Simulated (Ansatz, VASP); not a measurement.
**Pb: VASP beside Ansatz**

Contents of INCAR:

```
PREC = Accurate ; ENCUT = 520
EDIFF = 1E-7 ; ISMEAR = 0
SIGMA = 0.15 ; LREAL = F
LASPH = T ; NELM = 100
ALGO = Normal ; ISIF = 2
LWAVE = F ; LCHARG = F
GGA = PS ; NBANDS = 13
```

KPOINTS

```
regular mesh
0
Gamma
  16 16 16
```

The input POSCAR:

```
Pb
1.0
    0.0000000000      2.2722160000      2.3710080000
    2.2722160000      0.0000000000      2.3710080000
    2.2722160000      2.2722160000      0.0000000000
Pb
1
Direct
    0.0000000000      0.0000000000      0.0000000000
```

Input for Ansatz:

```yaml
crystal:
  lattice:
    - [0.0, 2.272216, 2.371008]
    - [2.272216, 0.0, 2.371008]
    - [2.272216, 2.272216, 0.0]
  atoms:
    - { symbol: Pb, position: [0.0, 0.0, 0.0] }
basis:
  ecutwfc: 420
kpoints:
  mp_grid: { grid: [16, 16, 16] }
hamiltonian:
  xc: pbesol
scf:
  occupations: { method: gaussian, width: 0.15 }
output:
  forces: true
  stress: true
  eigenvalues: true
```

Change from the starting cell: strain -0.080 along x and y, -0.040 along z, atoms carried along.

Alike in both runs: task single point; functional PBEsol; k mesh 16 × 16 × 16; occupations gaussian, width 0.15 eV; no spin polarisation.

```csv
,VASP,Ansatz
version,VASP 6.6.1,Ansatz 0.2.0
potentials or method,"VASP PAW PBE potentials, release 64 (Pb_d), cutoff 520 eV","scalar-relativistic, plane waves, PAW"
valence electrons in the cell,14,14
```

```tsv
	VASP	Ansatz	Ansatz less VASP
gap on the k mesh at the Fermi level (eV)	none	none	-
pressure (GPa)	15.8	15.9	+0.09
traceless stress, the component that is largest in VASP (GPa)	-0.43	-0.42	+0.008
```

VASP's potentials were made for PBE, not for PBEsol. A gap of «none» marks a metal or a gap that the smearing closes.

Spin-orbit coupling is off throughout.
